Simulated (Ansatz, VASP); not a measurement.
Se: VASP beside Ansatz

POSCAR

```
Se
1.0
    4.3071900636      0.0000000000      0.0000000000
   -2.1535950318      3.7301360140      0.0000000000
    0.0000000000      0.0000000000      4.8866512526
Se
3
Direct
    0.7746000000      0.7746000000      0.0000000000
    0.0000000000      0.2254000000      0.6666666667
    0.2254000000      0.0000000000      0.3333333333
```

INCAR.step1

```
PREC     = Accurate       # precision mode
ENCUT    = 520            # plane-wave cutoff, eV
ISMEAR   = -1             # smearing method
SIGMA    = 0.05           # smearing width, eV
LREAL    = False          # projectors in reciprocal space
LASPH    = True           # aspherical terms in the spheres
NELM     = 60             # most SCF steps
NBANDS   = 16             # bands
GGA      = PE             # functional
ALGO     = Normal         # electronic algorithm
EDIFF    = 1E-4           # SCF threshold, eV
LWAVE    = True           # write WAVECAR
LCHARG   = False          # write CHGCAR
```

The input INCAR.step2:

```
PREC     = Accurate       # precision mode
ENCUT    = 520            # plane-wave cutoff, eV
EDIFF    = 1E-7           # SCF threshold, eV
ISMEAR   = -1             # smearing method
SIGMA    = 0.05           # smearing width, eV
LREAL    = False          # projectors in reciprocal space
LASPH    = True           # aspherical terms in the spheres
NELM     = 60             # most SCF steps
ALGO     = Normal         # electronic algorithm
ISIF     = 2              # what is computed and relaxed
LWAVE    = False          # write WAVECAR
LCHARG   = False          # write CHGCAR
METAGGA  = R2SCAN         # meta-GGA
LMIXTAU  = True         
IVDW     = 12             # dispersion correction
VDW_S6   = 1.0          
VDW_S8   = 0.78981345   
VDW_A1   = 0.49484001   
VDW_A2   = 5.73083694   
NBANDS   = 16             # bands
ISTART   = 1
```

KPOINTS

```
Automatic mesh
0
Gamma
  7 7 6
```

File input.yaml:

```yaml
crystal:
  lattice:
    - [4.3071900636, 0.0, 0.0]
    - [-2.1535950318, 3.730136014, 0.0]
    - [0.0, 0.0, 4.8866512526]
  atoms:
    - { symbol: Se, position: [0.7746, 0.7746, 0.0] }
    - { symbol: Se, position: [0.0, 0.2254, 0.6666666667] }
    - { symbol: Se, position: [0.2254, 0.0, 0.3333333333] }
hamiltonian:
  xc: r2scan
  pseudopotentials: { kind: paw }
  dispersion: d3bj
kpoints:
  mp_grid: { grid: [7, 7, 6] }
scf:
  occupations: { method: fermi_dirac, width: 0.05 }
output:
  forces: true
  stress: true
  eigenvalues: true
```

Alike in both runs: task single point; functional r2SCAN; dispersion D3(BJ); k mesh 7 × 7 × 6; occupations fermi-dirac, width 0.05 eV; no spin polarisation.

|  | VASP | Ansatz |
| --- | --- | --- |
| version | VASP 6.6.1 | Ansatz 0.2.0 |
| potentials or method | VASP PAW PBE potentials, release 64 (Se) | Ansatz PAW |
| plane-wave cutoff (eV) | 520 | 500 |
| valence electrons in the cell | 18 | 48 |

```csv
,VASP,Ansatz,Ansatz less VASP
gap on the k mesh at the Fermi level (eV),1.42,1.43,+0.002
least direct gap on the mesh (eV),1.76,1.77,+0.011
pressure (GPa),3.1,3.1,+0.01
"traceless stress, the component that is largest in VASP (GPa)",1.56,1.57,+0.012
rms of the force components (eV/Å),0.282,0.279,-0.0034
```

VASP's potentials were made for PBE, not for r2SCAN. Atom by atom the forces differ by 0.003 eV/Å (rms over components). VASP's potentials hold 18 valence electrons a cell and Ansatz's 48, so a difference there can come from the potentials and not from the codes.

Noted on Ansatz's run: odd divisions of the mesh miss points on the zone boundary, where band edges often lie, so the gap on the mesh can be too wide.
